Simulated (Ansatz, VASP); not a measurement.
## Sc in VASP and in Ansatz

INCAR

```
SYSTEM = Sc
  PREC = Accurate
  ENCUT = 520
  EDIFF = 1E-6
  ISMEAR = -1
  SIGMA = 0.1
  LREAL = .FALSE.
  LASPH = .TRUE.
  NELM = 60
  ALGO = Normal
  ISIF = 2
  LWAVE = .FALSE.
  LCHARG = .TRUE.
  GGA = B5
  ALDAX = 1.0
  AGGAX = 1.0
  AGGAC = 1.0
  ALDAC = 0.0
  LELF = .TRUE.
  LVHAR = .TRUE.
  NBANDS = 18
```

The input KPOINTS:

```
Automatic mesh
0
G
  9 9 9
  0 0 0
```

Contents of POSCAR:

```
Sc
1.0
    0.0000000000      3.3497995986      3.3497995986
    3.3497995986      0.0000000000      3.3497995986
    3.3497995986      3.3497995986      0.0000000000
Sc
2
Direct
    0.1250000000      0.1250000000      0.1250000000
    0.8750000000      0.8750000000      0.8750000000
```

Input for Ansatz:

```yaml
crystal:
  lattice:
    - [0.0, 3.3497995986, 3.3497995986]
    - [3.3497995986, 0.0, 3.3497995986]
    - [3.3497995986, 3.3497995986, 0.0]
  atoms:
    - { symbol: Sc, position: [0.125, 0.125, 0.125] }
    - { symbol: Sc, position: [0.875, 0.875, 0.875] }
hamiltonian:
  xc: blyp
  pseudopotentials:
    kind: paw
    azcp:
      Sc: "pseudopotentials/Sc.paw.azcp"
basis:
  ecutwfc: 420
  fft_grid_basis: typed
kpoints:
  mp_grid: { grid: [9, 9, 9], shift: [0, 0, 0] }
magnetization:
  spin_polarized: false
scf:
  occupations: { method: fermi_dirac, width: 0.1 }
  lower_state_search: "off"
output:
  stress: true
```

Alike in both runs: task single point; functional BLYP; k mesh 9 × 9 × 9; occupations fermi-dirac, width 0.1 eV; no spin polarisation.

|  | VASP | Ansatz |
| --- | --- | --- |
| version | VASP 6.6.1 | Ansatz 0.2.0 |
| potentials or method | VASP PAW PBE potentials, release 64 (Sc_sv), cutoff 520 eV | plane waves (420 eV) with PAW, scalar-relativistic |
| valence electrons in the cell | 22 | 22 |

|  | VASP | Ansatz | Ansatz less VASP |
| --- | --- | --- | --- |
| pressure (GPa) | 0.5 | 0.5 | +0.05 |

VASP's potentials were made for PBE, not for BLYP. With one functional, cell and mesh, what is left measures potentials, basis and numerics.
